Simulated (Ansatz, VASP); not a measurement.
# Two plane-wave programs on NiO

Contents of INCAR:

```
SYSTEM = NiO
ALGO = Normal
EDIFF = 1E-6
ENCUT = 520
GGA = PE
ISIF = 2
ISMEAR = 0
ISPIN = 2
LASPH = .True.
LCHARG = .False.
LDAU = .True.
LDAUJ = 0 0
LDAUL = 2 -1
LDAUPRINT = 1
LDAUTYPE = 2
LDAUU = 6.2 0
LMAXMIX = 4
LORBIT = 11
LREAL = .False.
LWAVE = .False.
MAGMOM = 2 -2 0 0
NBANDS = 28
NELM = 150
PREC = Accurate
SIGMA = 0.05
```

The input KPOINTS:

```
k-points
0
Gamma
  10 10 5
  0 0 0
```

File POSCAR:

```
NiO
1.0
    0.0000000000      2.1338354365      2.1338354365
    2.1338354365      0.0000000000      2.1338354365
    4.2676708730      4.2676708730      0.0000000000
Ni O
2 2
Direct
    0.0000000000      0.0000000000      0.0000000000
    0.0000000000      0.0000000000      0.5000000000
    0.5000000000      0.5000000000      0.2500000000
    0.5000000000      0.5000000000      0.7500000000
```

Input for Ansatz:

```yaml
crystal:
  lattice:
    - [0.0, 2.1338354365, 2.1338354365]
    - [2.1338354365, 0.0, 2.1338354365]
    - [4.267670873, 4.267670873, 0.0]
  atoms:
    - { symbol: Ni, position: [0.0, 0.0, 0.0], spin: 2.0 }
    - { symbol: O, position: [0.5, 0.5, 0.25] }
    - { symbol: Ni, position: [0.0, 0.0, 0.5], spin: -2.0 }
    - { symbol: O, position: [0.5, 0.5, 0.75] }
basis:
  ecutwfc: 420
  ecutrho_ratio: 4
kpoints:
  mp_grid: { grid: [10, 10, 5] }
hamiltonian:
  xc: pbe
  hubbard: { sites: [{ species: Ni, l: d, u_eff: 6.2 }] }
scf:
  occupations: { method: gaussian, width: 0.05 }
  lower_state_search: "off"
output:
  forces: true
  stress: true
  eigenvalues: true
  populations: true
  hubbard: { sites: [{ species: Ni, l: d }] }
  write_density: true
  write_potential: true
  elf: true
  volumetric_format: npy
magnetization:
  spin_polarized: true
checkpoint:
  read: start.run
  write: ck
  compress: false
  write_wavefunctions: false
  write_every: 100000
```

Alike in both runs: task single point; functional PBE; k mesh 10 × 10 × 5; occupations gaussian, width 0.05 eV; collinear spin; Hubbard terms Ni d U = 6.2 eV.

|  | VASP | Ansatz |
| --- | --- | --- |
| version | VASP 6.6.1 | Ansatz 0.2.0 |
| potentials or method | VASP PAW PBE potentials, release 64 (Ni, O), cutoff 520 eV | scalar-relativistic, plane waves, PAW |
| valence electrons in the cell | 32 | 48 |

```tsv
	VASP	Ansatz	Ansatz less VASP
gap on the k mesh at the Fermi level (eV)	2.99	2.73	-0.259
least direct gap on the mesh (eV)	3.60	3.44	-0.161
pressure (GPa)	-9.7	-2.1	+7.61
net moment per atom (μB)	0.00	0.00	0.000
size of the moment on the site where the two differ most (μB)	1.76	1.69	-0.072
```

Site moments also hang on the region over which each program counts them. The programs project onto different local orbitals, so the same U acts differently, and such runs can settle in different states. VASP's potentials hold 32 valence electrons a cell and Ansatz's 48, so a difference there can come from the potentials and not from the codes. Ansatz's warnings: stability check not made.
